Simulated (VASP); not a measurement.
## Ga: single point with LDA

The system is Ga.

```
CELL_PARAMETERS angstrom
2.80523 0.00000 0.00000
0.00000 2.80523 0.00000
0.00000 0.00000 4.68328
ATOMIC_POSITIONS crystal
Ga 0.00000 0.00000 0.00000
Ga 0.50000 0.50000 0.50000
```

This cell differs from its parent crystal: volume scaled by 1.04.

- Program: VASP 6.6.1
- Task: single point
- Functional: LDA
- Potentials or basis: VASP PAW LDA potentials, release 64 (Ga_d)
- Cutoff: 520 eV
- k mesh: 9 × 9 × 6
- Occupations: fermi-dirac, width 0.1 eV
- Spin: no spin polarisation
- Dipole correction: no
- Further INCAR settings: ALGO = Normal; EDIFF = 1e-06; NBANDS = 20

The pressure is -4.1 GPa and the band gap on the k mesh is zero (band 13 reaches 10.04 eV, above the bottom of band 14 at 2.31 eV).

Stress tensor (GPa, compression positive):
```
-4.63  0.00  0.00
 0.00 -4.63  0.00
 0.00  0.00 -3.17
```

Levels at points of the mesh, in eV from the Fermi level:
| k point | band 10 | band 11 | band 12 | band 13 | band 14 | band 15 | band 16 | band 17 |
| --- | --- | --- | --- | --- | --- | --- | --- | --- |
| (0.00, 0.00, 0.00) | -14.74 | -11.21 | -4.54 | -3.72 | 6.94 | 6.94 | 10.24 | 11.06 |
| (0.00, 0.00, 0.50) | -14.77 | -9.45 | -9.45 | 4.40 | 4.40 | 8.77 | 8.77 | 8.77 |

Wall time 22 s on 1 thread of Intel(R) Xeon(R) Platinum 8259CL CPU @ 2.50GHz (Skylake/Cascade Lake) (shared host), peak memory 0.15 GiB.
